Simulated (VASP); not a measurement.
A run of VASP 6.6.1 is set up as follows.

INCAR

```
  PREC = Accurate
  ENCUT = 400
  EDIFF = 1E-6
  ISMEAR = 1
  SIGMA = 0.1
  LREAL = False
  LASPH = True
  NELM = 120
  ALGO = Normal
  ISIF = 2
  LWAVE = False
  LCHARG = False
  GGA = PE
  NBANDS = 58
  GGA_COMPAT = False
```

KPOINTS

```
regular mesh
0
Gamma
  8 8 8
```

The input POSCAR:

```
Al
1.0
    0.0000000000      6.0592006411      6.0592006411
    6.0592006411      0.0000000000      6.0592006411
    6.0592006411      6.0592006411      0.0000000000
Al
26
Direct
    0.0000000000      0.0000000000      0.1666666667
    0.0000000000      0.0000000000      0.6666666667
    0.0087885419      0.3542247265     -0.0148399675
    0.0008918670      0.3226292482      0.3316070881
    0.0008918670      0.3226292482      0.6782051300
   -0.0008918670      0.6773707518      0.0017262452
   -0.0087885419      0.6457752735      0.3481733009
   -0.0008918670      0.6773707518      0.6551282033
    0.3542247265      0.0087885419     -0.0148399675
    0.3226292482      0.0008918670      0.3316070881
    0.3226292482      0.0008918670      0.6782051300
    0.3385258646      0.3385258646     -0.0020400742
    0.3338147676      0.3338147676      0.3328518991
    0.3385258646      0.3385258646      0.6583216783
    0.3238253072      0.6761746928      0.0053679162
    0.3238253072      0.6761746928      0.3279654171
    0.3303355529      0.6696644471      0.6666666667
    0.6773707518     -0.0008918670      0.0017262452
    0.6457752735     -0.0087885419      0.3481733009
    0.6773707518     -0.0008918670      0.6551282033
    0.6761746928      0.3238253072      0.0053679162
    0.6761746928      0.3238253072      0.3279654171
    0.6696644471      0.3303355529      0.6666666667
    0.6661852324      0.6661852324      0.0004814342
    0.6614741354      0.6614741354      0.3353734075
    0.6614741354      0.6614741354      0.6750116550
```

Potentials or basis: VASP PAW PBE potentials, release 64 (Al).

Run with:

```sh
$ cat potpaw_PBE.64/Al/POTCAR > POTCAR
$ mpirun -np 1 vasp_std > vasp.out
```

Problem. Predict the band gap on the k mesh.

Solution. Zero (bands 39 and 40 overlap by 0.94 eV).

Problem. Estimate the largest force.

Solution. 0.018 eV/Å.

Problem. What does it give for the pressure?

Solution. -0.3 GPa.

Stress tensor (GPa, compression positive):
```
-0.56 -0.09  0.00
-0.09 -0.56  0.00
 0.00  0.00  0.14
```
